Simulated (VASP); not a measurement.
# PbS (P4/mmm) in VASP: further runs, part 2 of 2

VASP 6.6.1.

**5. Single point, PBE+D3(BJ) (strain +0.0450 x Voigt [1, 1, 0, 0, 0, 0])**

File INCAR:

```
PREC     = Accurate       # precision mode
ENCUT    = 520            # plane-wave cutoff, eV
EDIFF    = 1E-6           # SCF threshold, eV
ISMEAR   = 0              # smearing method
SIGMA    = 0.15           # smearing width, eV
LREAL    = False          # projectors in reciprocal space
LASPH    = True           # aspherical terms in the spheres
NELM     = 80             # most SCF steps
ALGO     = Normal         # electronic algorithm
ISIF     = 2              # what is computed and relaxed
LWAVE    = False          # write WAVECAR
LCHARG   = False          # write CHGCAR
GGA      = PE             # functional
IVDW     = 12             # dispersion correction
NBANDS   = 17             # bands
```

File KPOINTS:

```
Automatic mesh
0
Gamma
  16 16 16
```

File POSCAR:

```
PbS
1.0
    3.7638203400      0.0000000000      0.0000000000
    0.0000000000      3.7638203400      0.0000000000
    0.0000000000      0.0000000000      3.6017419522
Pb S
1 1
Direct
    0.0000000000      0.0000000000      0.0000000000
    0.5000000000      0.5000000000      0.5000000000
```

Potentials or basis: VASP PAW PBE potentials, release 64 (Pb_d, S).

The run is started by

```console
> cat potpaw_PBE.64/Pb_d/POTCAR potpaw_PBE.64/S/POTCAR > POTCAR
> mpirun -np 1 vasp_std > vasp.out
```

OUTCAR:

```text
PREC = Accurate
   ENCUT = 520
   EDIFF = 1E-6
   ISMEAR = 0
   LREAL = False
   LASPH = True
   NELM = 80
   ISIF = 2
   GGA = PE
   IVDW = 12
 IVDW          = 12

 ion  position               nearest neighbor table
   1  0.000  0.000  0.000-   2 3.21   2 3.21   2 3.21   2 3.21   2 3.21   2 3.21   2 3.21   2 3.21

   2  0.500  0.500  0.500-   1 3.21   1 3.21   1 3.21   1 3.21   1 3.21   1 3.21   1 3.21   1 3.21

  LATTYP: Found a simple tetragonal cell.
 ALAT       =     3.7638203400
 C/A-ratio  =     0.9569377991

  Lattice vectors:

 A1 = (   3.7638203400,   0.0000000000,   0.0000000000)
 A2 = (   0.0000000000,   3.7638203400,   0.0000000000)
 A3 = (   0.0000000000,   0.0000000000,   3.6017419522)

Analysis of symmetry for initial positions (statically):
=====================================================================
 Subroutine PRICEL returns:
 Original cell was already a primitive cell.

 Routine SETGRP: Setting up the symmetry group for a
 simple tetragonal supercell.

 Subroutine GETGRP returns: Found 16 space group operations
 (whereof 16 operations were pure point group operations)
 out of a pool of 16 trial point group operations.

The static configuration has the point symmetry D_4h.
[... 161 lines left out ...]

 E-fermi :   5.5869     XC(G=0):  -9.9552

 val. band max:        5.5795699162   @ k =   0.5000   0.5000   0.0000
 cond. band min:       5.5874159246   @ k =   0.0000   0.0000   0.5000
 fundamental gap:      0.0078460084
 Fermi energy:         5.5868502971

 k-point     1 :       0.0000    0.0000    0.0000
  band No.  band energies     occupation
      1     -11.3421      2.00000
      2     -11.2927      2.00000
      3     -11.1306      2.00000
      4     -11.1299      2.00000
      5     -11.1299      2.00000
      6      -7.2225      2.00000
[... 457 lines left out ...]
      4     -11.1693      2.00000
      5     -11.1315      2.00000
      6      -6.0010      2.00000
[... 9 lines left out ...]
     16      17.6257      0.00000
     17      17.9595      0.00000

 [... further k-points ...]

------------------------ aborting loop because EDIFF is reached ----------------------------------------

 Edisp (eV)   -0.71689

 E8    (eV) :    -0.3240

  FORCE on cell =-STRESS in cart. coord.  units (eV):
  Direction    XX          YY          ZZ          XY          YZ          ZX
  --------------------------------------------------------------------------------------
  -------------------------------------------------------------------------------------
  Total      -1.80907    -1.80907    -0.69991     0.00000    -0.00000    -0.00000
  in kB     -56.80616   -56.80616   -21.97774     0.00000    -0.00000    -0.00000
  external pressure =      -45.20 kB  Pullay stress =        0.00 kB

 VOLUME and BASIS-vectors are now :
 -----------------------------------------------------------------------------
  energy-cutoff  :      520.00
  volume of cell :       51.02
      direct lattice vectors                 reciprocal lattice vectors
     3.763820340  0.000000000  0.000000000     0.265687496  0.000000000  0.000000000
     0.000000000  3.763820340  0.000000000     0.000000000  0.265687496  0.000000000
     0.000000000  0.000000000  3.601741952     0.000000000  0.000000000  0.277643433

 POSITION                                       TOTAL-FORCE (eV/Angst)
 -----------------------------------------------------------------------------------
      0.00000      0.00000      0.00000         0.000000      0.000000      0.000000
      1.88191      1.88191      1.80087         0.000000      0.000000      0.000000
 -----------------------------------------------------------------------------------
    total drift:                               -0.000000      0.000000      0.000000

  FREE ENERGIE OF THE ION-ELECTRON SYSTEM (eV)
  ---------------------------------------------------
  free  energy   TOTEN  =        -8.9438142750 eV

  energy  without entropy=       -8.9381087176  energy(sigma->0) =       -8.94096150
```

OSZICAR:

```text
N       E                     dE             d eps       ncg     rms          rms(c)
DAV:   1     0.157854645562E+03    0.15785E+03   -0.96962E+03 13818   0.124E+03
DAV:   2     0.305631947302E+01   -0.15480E+03   -0.14920E+03 14638   0.317E+02
DAV:   3    -0.866304662722E+01   -0.11719E+02   -0.11495E+02 18255   0.904E+01
DAV:   4    -0.894159903943E+01   -0.27855E+00   -0.27825E+00 17362   0.151E+01
DAV:   5    -0.895154762756E+01   -0.99486E-02   -0.99476E-02 20038   0.282E+00    0.416E+00
DAV:   6    -0.823484089609E+01    0.71671E+00   -0.19495E+00 20975   0.902E+00    0.295E+00
DAV:   7    -0.823085298940E+01    0.39879E-02   -0.15391E-01 15731   0.194E+00    0.182E+00
DAV:   8    -0.822895254503E+01    0.19004E-02   -0.31602E-02 15929   0.151E+00    0.466E-01
DAV:   9    -0.822684602309E+01    0.21065E-02   -0.11152E-02 19640   0.666E-01    0.150E-01
DAV:  10    -0.822700158969E+01   -0.15557E-03   -0.10313E-03 18174   0.188E-01    0.165E-01
DAV:  11    -0.822692851952E+01    0.73070E-04   -0.27163E-04 18816   0.107E-01    0.258E-02
DAV:  12    -0.822692822730E+01    0.29222E-06   -0.18080E-05 16331   0.319E-02    0.616E-03
DAV:  13    -0.822692809744E+01    0.12986E-06   -0.97132E-07 12251   0.861E-03
   1 F= -.89438143E+01 E0= -.89409615E+01  d E =-.570556E-02
```

It took 2.4 min on 1 thread of Intel Xeon Platinum 8488C (Sapphire Rapids), shared host; peak memory 0.43 GiB.

What came out:

- Free energy: -8.9438 eV
- Pressure: -4.5 GPa
- Band gap on the k mesh: zero (bands 10 and 11 overlap by 0.57 eV)
- Dispersion energy per atom: -0.358 eV

Caveat: the cell differs from its parent crystal (strain +0.0450 x Voigt [1, 1, 0, 0, 0, 0]); the cell stands under tension; semilocal functionals underestimate gaps, so a narrow gap can read as zero; spin-orbit coupling is left out, which moves the levels of the heavy elements.

**6. Summary**

| cell | gap on the mesh (eV) | pressure (GPa) |
| --- | --- | --- |
| a = 3.386, b = 3.386, c = 3.602 Å, 2 atoms | none | 9.6 |
| a = 3.494, b = 3.494, c = 3.602 Å, 2 atoms | none | 4.0 |
| a = 3.656, b = 3.656, c = 3.602 Å, 2 atoms | none | -1.8 |
| a = 3.764, b = 3.764, c = 3.602 Å, 2 atoms | none | -4.5 |

Alike in all rows: task single point; level PBE+D3(BJ); potentials or basis VASP PAW PBE potentials, release 64 (Pb_d, S); no spin polarisation; k mesh 16 × 16 × 16; cutoff (eV) 520; smearing gaussian 0.15 eV.

Caveats: spin-orbit coupling is left out, which moves the levels of the heavy elements; the cell stands under pressure (at least some runs); semilocal functionals underestimate gaps, so a narrow gap can read as zero (at least some runs); the cell stands under tension (at least some runs).

Total energies depend on the potentials used, so only differences within one code and one set of settings carry meaning.
